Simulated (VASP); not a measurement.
A run of VASP 6.6.1 is set up as follows.

INCAR

```
  PREC = Accurate
  ENCUT = 520
  EDIFF = 1E-6
  ISMEAR = 0
  SIGMA = 0.1
  LREAL = F
  LASPH = T
  NELM = 100
  ALGO = Normal
  ISIF = 2
  LWAVE = F
  LCHARG = T
  GGA = PS
  LELF = T
  LVHAR = T
  NBANDS = 17
```

The input KPOINTS:

```
Automatic mesh
0
Gamma
  12 12 8
```

The input POSCAR:

```
Ca
1.0
    3.6828952040      0.0000000000      0.0000000000
    0.0000000000      3.8318227111      0.0000000000
    0.0000000000      0.0000000000      5.6231294168
Ca
2
Direct
    0.0000000000      0.0000000000      0.5000000000
    0.5000000000      0.5000000000      0.0000000000
```

Potentials or basis: VASP PAW PBE potentials, release 64 (Ca_sv).

Launch:

```sh
$ cat potpaw_PBE.64/Ca_sv/POTCAR > POTCAR
$ mpirun -np 1 vasp_std > vasp.out
```

Task: Predict the band gap on the k mesh.

Result: Zero (band 10 reaches 2.31 eV, above the bottom of band 11 at 1.95 eV).

Task: What does it give for the pressure?

Result: 0.4 GPa.

Stress tensor (GPa, compression positive):
```
1.20 0.00 0.00
0.00 0.01 0.00
0.00 0.00 0.01
```

Caveat: the cell differs from its parent crystal (uniaxial strain along a: -4.5 %, then relaxed in part); the PAW data sets were made with another functional, which shifts forces and pressure a little.
